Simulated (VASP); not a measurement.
# MgO (Fm-3m) in VASP: further runs

The runs below take MgO through single point, with PBE.

Everything below comes from runs of VASP 6.6.1. Logs are shortened: lines on timing, memory, paths and dates and some standing lists are left out, and cuts for length are marked.

### Step 1. The cell of the first run

The structure is cubic, space group Fm-3m (No. 225). Conventional cell: a = 4.213 Å, b = 4.213 Å, c = 4.213 Å, α = 90.00°, β = 90.00°, γ = 90.00°. Within 2.8 Å of Mg (site symmetry m-3m) lie 6 O at 2.11 Å. O (site symmetry m-3m) has 6 Mg at 2.11 Å within 2.8 Å.

### Step 2. Single point, PBE

Contents of INCAR:

```
PREC = Accurate
ENCUT = 600
EDIFF = 1E-6
ISMEAR = 0
SIGMA = 0.1
LREAL = F
LASPH = T
NELM = 120
ALGO = Normal
ISIF = 2
LWAVE = F
LCHARG = F
GGA = PE
NBANDS = 11
GGA_COMPAT = F
```

Contents of KPOINTS:

```
Automatic mesh
0
Gamma
  10 10 10
```

Contents of POSCAR:

```
MgO
1.0
    0.0000000000      2.1066500000      2.1066500000
    2.1066500000      0.0000000000      2.1066500000
    2.1066500000      2.1066500000      0.0000000000
Mg O
1 1
Direct
    0.0000000000      0.0000000000      0.0000000000
    0.5000000000      0.5000000000      0.5000000000
```

Potentials or basis: VASP PAW PBE potentials, release 64 (Mg, O).

Run with:

```
$ cat potpaw_PBE.64/Mg/POTCAR potpaw_PBE.64/O/POTCAR > POTCAR
$ mpirun -np 1 vasp_std > vasp.out
```

OUTCAR:

```text
PREC = Accurate
   ENCUT = 600
   EDIFF = 1E-6
   ISMEAR = 0
   LREAL = F
   LASPH = T
   NELM = 120
   ISIF = 2
   GGA = PE

 ion  position               nearest neighbor table
   1  0.000  0.000  0.000-   2 2.11   2 2.11   2 2.11   2 2.11   2 2.11   2 2.11
   2  0.500  0.500  0.500-   1 2.11   1 2.11   1 2.11   1 2.11   1 2.11   1 2.11

  LATTYP: Found a face centered cubic cell.
 ALAT       =     4.2133000000

  Lattice vectors:

 A1 = (   0.0000000000,   2.1066500000,   2.1066500000)
 A2 = (   2.1066500000,   0.0000000000,   2.1066500000)
 A3 = (   2.1066500000,   2.1066500000,   0.0000000000)

Analysis of symmetry for initial positions (statically):
=====================================================================
 Subroutine PRICEL returns:
 Original cell was already a primitive cell.

 Routine SETGRP: Setting up the symmetry group for a
 face centered cubic supercell.

 Subroutine GETGRP returns: Found 48 space group operations
 (whereof 48 operations were pure point group operations)
 out of a pool of 48 trial point group operations.

The static configuration has the point symmetry O_h .

Analysis of symmetry for dynamics (positions and initial velocities):
=====================================================================
 Subroutine PRICEL returns:
 Original cell was already a primitive cell.

 Routine SETGRP: Setting up the symmetry group for a
 face centered cubic supercell.

 Subroutine GETGRP returns: Found 48 space group operations
 (whereof 48 operations were pure point group operations)
 out of a pool of 48 trial point group operations.

The dynamic configuration has the point symmetry O_h .

 Subroutine INISYM returns: Found 48 space group operations
 (whereof 48 operations are pure point group operations),
 and found     1 'primitive' translations

----------------------------------------------------------------------------------------

                                     Primitive cell

  volume of cell :      18.6985

  direct lattice vectors                    reciprocal lattice vectors
     0.000000000  2.106650000  2.106650000    -0.237343650  0.237343650  0.237343650
     2.106650000  0.000000000  2.106650000     0.237343650 -0.237343650  0.237343650
     2.106650000  2.106650000  0.000000000     0.237343650  0.237343650 -0.237343650

  length of vectors
     2.979253001  2.979253001  2.979253001     0.411091260  0.411091260  0.411091260

  position of ions in fractional coordinates (direct lattice)
     0.000000000  0.000000000  0.000000000
     0.500000000  0.500000000  0.500000000

  ion indices of the primitive-cell ions
   primitive index   ion index
                 1           1
                 2           2

----------------------------------------------------------------------------------------

 KPOINTS: Automatic mesh

Automatic generation of k-mesh.
 Grid dimensions read from file:
 generate k-points for:   10   10   10

 Generating k-lattice:

  Cartesian coordinates                     Fractional coordinates (reciprocal lattice)
    -0.023734365  0.023734365  0.023734365     0.100000000  0.000000000  0.000000000
     0.023734365 -0.023734365  0.023734365     0.000000000  0.100000000  0.000000000
     0.023734365  0.023734365 -0.023734365     0.000000000  0.000000000  0.100000000

  Length of vectors
     0.041109126  0.041109126  0.041109126

  Shift w.r.t. Gamma in fractional coordinates (k-lattice)
     0.000000000  0.000000000  0.000000000

 Subroutine IBZKPT returns following result:
 ===========================================

 Found     47 irreducible k-points:

 Following reciprocal coordinates:
            Coordinates               Weight
  0.000000  0.000000  0.000000      1.000000
  0.100000  0.000000  0.000000      8.000000
  0.200000  0.000000  0.000000      8.000000
  0.300000  0.000000  0.000000      8.000000
  0.400000  0.000000  0.000000      8.000000
  0.500000  0.000000  0.000000      4.000000
[... 16 lines left out ...]
  0.300000  0.300000  0.000000      6.000000
  0.400000  0.300000  0.000000     24.000000
 [... further k-points ...]
   k-points           NKPTS =     47   k-points in BZ     NKDIM =     47   number of bands    NBANDS=     11
   number of dos      NEDOS =    301   number of ions     NIONS =      2
   total plane-waves  NPLWV =  13824
   dimension x,y,z NGX =    24 NGY =   24 NGZ =   24
   dimension x,y,z NGXF=    48 NGYF=   48 NGZF=   48
   ions per type =               1   1
   NGX,Y,Z   is equivalent  to a cutoff of  13.39, 13.39, 13.39 a.u.
   NGXF,Y,Z  is equivalent  to a cutoff of  26.78, 26.78, 26.78 a.u.
 SYSTEM =  unknown system
   PREC   = accura    normal or accurate (medium, high low for compatibility)
   ISTART =      0    job   : 0-new  1-cont  2-samecut
   ICHARG =      2    charge: 1-file 2-atom 10-const
   ISPIN  =      1    spin polarized calculation?
   LNONCOLLINEAR =      F non collinear calculations
   LSORBIT =      F    spin-orbit coupling
   LASPH  =      T    aspherical Exc in radial PAW
   ENCUT  =  600.0 eV  44.10 Ry    6.64 a.u.   5.95  5.95  5.95*2*pi/ulx,y,z
   NELM   =    120;   NELMIN=  2; NELMDL= -5     # of ELM steps
   EDIFF  = 0.1E-05   stopping-criterion for ELM
   LREAL  =      F    real-space projection
   EDIFFG = 0.1E-04   stopping-criterion for IOM
   NSW    =      0    number of steps for IOM
   IBRION =     -1    ionic relax: 0-MD 1-quasi-New 2-CG
   NFREE  =      0    steps in history (QN), initial steepest desc. (CG)
   ISIF   =      2    stress and relaxation
   ISYM   =      2    0-nonsym 1-usesym 2-fastsym
   POTIM  = 0.5000    time-step for ionic-motion
   TEBEG  =    0.0;   TEEND  =   0.0 temperature during run
   PSTRESS=    0.0 pullay stress
   NELECT =       8.0000    total number of electrons
   NUPDOWN=      -1.0000    fix difference up-down
   EMIN   =  10.00;   EMAX   =-10.00  energy-range for DOS
   EFERMI =   0.00;   METHOD = LEGACY
   ISMEAR =     0;   SIGMA  =   0.10  broadening in eV -4-tet -1-fermi 0-gaus
   EFERMI_NEDOS =   21; number of points for ismear=-14 and -15
   IALGO  =     38    algorithm
   IMIX   =      4    mixing-type and parameters
     AMIX     =   0.40;   BMIX     =  1.00
     AMIX_MAG =   1.60;   BMIX_MAG =  1.00
  volume/ion in A,a.u.               =       9.35        63.09
  Fermi-wavevector in a.u.,A,eV,Ry     =   1.233585  2.331138 20.704423  1.521732
  Thomas-Fermi vector in A             =   2.368309
   LORBIT       =      0    0 simple, 1 ext, 2 COOP (PROOUT), +10 PAW based schemes
   GGA     = PE    functional components
   LHFCALC =     F    Hartree Fock is set to
   AEXX    =    0.0000 exact exchange contribution
   IVDW    =     0    specifies the selected vdW correction
   LEPSILON=     F    determine dielectric tensor
   LRPA    =     F    only Hartree local field effects (RPA)
 non-spin polarized calculation
 Gauss-broadening in eV      SIGMA  =   0.10
  energy-cutoff  :      600.00
  volume of cell :       18.70
 maximum number of plane-waves:       636
   NGX = 11   NGY = 11   NGZ = 11

 number of electron       8.0000005 magnetization

 Free energy of the ion-electron system (eV)
  ---------------------------------------------------
  ext. energy  EPLUGINS =         0.00000000
  ---------------------------------------------------
  free energy    TOTEN  =       -11.90936300 eV

  energy without entropy =      -11.90936300  energy(sigma->0) =      -11.90936300

 E-fermi :   3.5919     XC(G=0): -11.0741

 val. band max:        3.1783977915   @ k =   0.0000   0.0000   0.0000
 cond. band min:       7.8975247755   @ k =   0.0000   0.0000   0.0000
 fundamental gap:      4.7191269839
 Fermi energy:         3.5919131396

 k-point     1 :       0.0000    0.0000    0.0000
  band No.  band energies     occupation
      1     -14.0796      2.00000
      2       3.1784      2.00000
      3       3.1784      2.00000
      4       3.1784      2.00000
      5       7.8975      0.00000
      6      18.9757      0.00000
      7      18.9757      0.00000
      8      18.9757      0.00000
      9      22.8888      0.00000
     10      24.6633      0.00000
     11      24.6633      0.00000

 k-point     2 :       0.1000    0.0000    0.0000
  band No.  band energies     occupation
      1     -13.9742      2.00000
      2       2.5269      2.00000
      3       3.1109      2.00000
      4       3.1109      2.00000
      5       8.5262      0.00000
      6      17.7261      0.00000
      7      19.2153      0.00000
      8      19.2153      0.00000
      9      23.9339      0.00000
     10      23.9339      0.00000
     11      24.5441      0.00000

 k-point     3 :       0.2000    0.0000    0.0000
  band No.  band energies     occupation
      1     -13.6843      2.00000
      2       1.2071      2.00000
      3       2.9400      2.00000
      4       2.9400      2.00000
      5       9.7226      0.00000
      6      16.2129      0.00000
      7      19.6980      0.00000
      8      19.6980      0.00000
      9      23.2420      0.00000
     10      23.2420      0.00000
     11      25.4303      0.00000

 k-point     4 :       0.3000    0.0000    0.0000
  band No.  band energies     occupation
      1     -13.2928      2.00000
      2      -0.1127      2.00000
      3       2.7393      2.00000
      4       2.7393      2.00000
      5      10.6606      0.00000
      6      15.5232      0.00000
      7      19.8118      0.00000
      8      19.8118      0.00000
      9      23.6876      0.00000
     10      23.6876      0.00000
     11      24.8147      0.00000

 k-point     5 :       0.4000    0.0000    0.0000
  band No.  band energies     occupation
      1     -12.9423      2.00000
      2      -1.0768      2.00000
      3       2.5842      2.00000
      4       2.5842      2.00000
      5      11.0202      0.00000
      6      15.6085      0.00000
      7      19.5955      0.00000
      8      19.5955      0.00000
      9      24.2581      0.00000
     10      24.9401      0.00000
     11      24.9401      0.00000
[... 211 lines left out ...]
 k-point    21 :      -0.3000    0.2000    0.0000
  band No.  band energies     occupation
      1     -12.8640      2.00000
      2      -0.4877      2.00000
      3       1.3747      2.00000
      4       2.5268      2.00000
      5      12.4407      0.00000
      6      15.1045      0.00000
      7      17.3596      0.00000
      8      20.5030      0.00000
      9      23.4465      0.00000
     10      24.2532      0.00000
     11      28.2381      0.00000

 k-point    22 :      -0.2000    0.2000    0.0000
  band No.  band energies     occupation
      1     -13.1766      2.00000
      2       0.0841      2.00000
      3       1.8443      2.00000
      4       2.7357      2.00000
      5      11.6159      0.00000
      6      15.0811      0.00000
      7      18.2809      0.00000
      8      20.9636      0.00000
      9      21.6516      0.00000
     10      24.5333      0.00000
     11      28.0000      0.00000

 k-point    23 :       0.3000    0.3000    0.0000
  band No.  band energies     occupation
      1     -13.0911      2.00000
      2       0.0301      2.00000
      3       2.2425      2.00000
      4       2.2425      2.00000
      5      12.0223      0.00000
      6      13.6121      0.00000
      7      17.6000      0.00000
      8      21.1053      0.00000
      9      21.1053      0.00000
     10      27.3151      0.00000
     11      30.5395      0.00000

 k-point    24 :       0.4000    0.3000    0.0000
  band No.  band energies     occupation
      1     -12.8444      2.00000
      2      -0.3935      2.00000
      3       1.8770      2.00000
      4       2.0955      2.00000
      5      12.7437      0.00000
      6      13.3568      0.00000
      7      16.7724      0.00000
      8      21.3461      0.00000
      9      21.5522      0.00000
     10      28.0565      0.00000
     11      30.1387      0.00000

 [... further k-points ...]
[... 5 lines left out ...]
  --------------------------------------------------------------------------------------
  -------------------------------------------------------------------------------------
  Total        0.4138880      0.4138880      0.4138880     -0.0000000      0.0000000     -0.0000000
  in kB       35.4638820     35.4638820     35.4638820     -0.0000000      0.0000000     -0.0000000
  external PRESSURE =      35.4638820 kB  Pullay stress =       0.0000000 kB

 VOLUME and BASIS-vectors are now :
 -----------------------------------------------------------------------------
  energy-cutoff  :      600.00
  volume of cell :       18.70
      direct lattice vectors                 reciprocal lattice vectors
     0.000000000  2.106650000  2.106650000    -0.237343650  0.237343650  0.237343650
     2.106650000  0.000000000  2.106650000     0.237343650 -0.237343650  0.237343650
     2.106650000  2.106650000  0.000000000     0.237343650  0.237343650 -0.237343650

 POSITION                                       TOTAL-FORCE (eV/Angst)
 -----------------------------------------------------------------------------------
      0.00000      0.00000      0.00000         0.000000      0.000000      0.000000
      2.10665      2.10665      2.10665        -0.000000     -0.000000     -0.000000
 -----------------------------------------------------------------------------------
    total drift:                               -0.000000     -0.000000      0.000000

  FREE ENERGIE OF THE ION-ELECTRON SYSTEM (eV)
  ---------------------------------------------------
  free  energy   TOTEN  =       -11.9093629975 eV

  energy  without entropy=      -11.9093629975  energy(sigma->0) =      -11.90936300
```

Wall time 5.3 s (1 thread of Intel Xeon 6975P-C (Granite Rapids), shared host); peak memory 0.14 GiB.

What came out:

```
Free energy            : -11.9094 eV
Pressure               : 3.5 GPa
Band gap on the k mesh : 4.72 eV, direct
```

### Step 3. Single point, PBE

Contents of INCAR:

```
ALGO     = Normal         # electronic algorithm
EDIFF    = 1E-6           # SCF threshold, eV
ENCUT    = 600            # plane-wave cutoff, eV
GGA      = PE             # functional
GGA_COMPAT= False        
ISIF     = 2              # what is computed and relaxed
ISMEAR   = -5             # smearing method
LASPH    = True           # aspherical terms in the spheres
LCHARG   = False          # write CHGCAR
LREAL    = False          # projectors in reciprocal space
LWAVE    = False          # write WAVECAR
NBANDS   = 11             # bands
NELM     = 120            # most SCF steps
PREC     = Accurate       # precision mode
SIGMA    = 0.1            # smearing width, eV
```

Contents of KPOINTS:

```
k-points
0
Gamma
  10 10 10
```

POSCAR is that of step 2.

Potentials or basis: VASP PAW PBE potentials, release 64 (Mg, O).

Run with:

```
$ cat potpaw_PBE.64/Mg/POTCAR potpaw_PBE.64/O/POTCAR > POTCAR
$ mpirun -np 1 vasp_std > vasp.out
```

Run time: 5 s. Hardware: 1 thread of Intel Xeon 6975P-C (Granite Rapids), shared host; peak memory 0.14 GiB.

It converged, with:

```yaml
Free_energy: -11.9094 eV
Pressure: 3.5 GPa
Band_gap_on_the_k_mesh: 4.72 eV, direct
```

Levels at points of the mesh, in eV from the valence-band top:
| k point | band 1 | band 2 | band 3 | band 4 | band 5 | band 6 | band 7 | band 8 |
| --- | --- | --- | --- | --- | --- | --- | --- | --- |
| (0.00, 0.00, 0.00) | -17.26 | 0.00 | 0.00 | 0.00 | 4.72 | 15.80 | 15.80 | 15.80 |
| (0.50, 0.00, 0.00) | -15.98 | -4.61 | -0.65 | -0.65 | 7.89 | 12.60 | 16.30 | 16.30 |
| (0.50, 0.50, 0.00) | -15.72 | -4.08 | -1.35 | -1.35 | 9.12 | 9.96 | 13.09 | 18.96 |

[end of part 1 of 2]
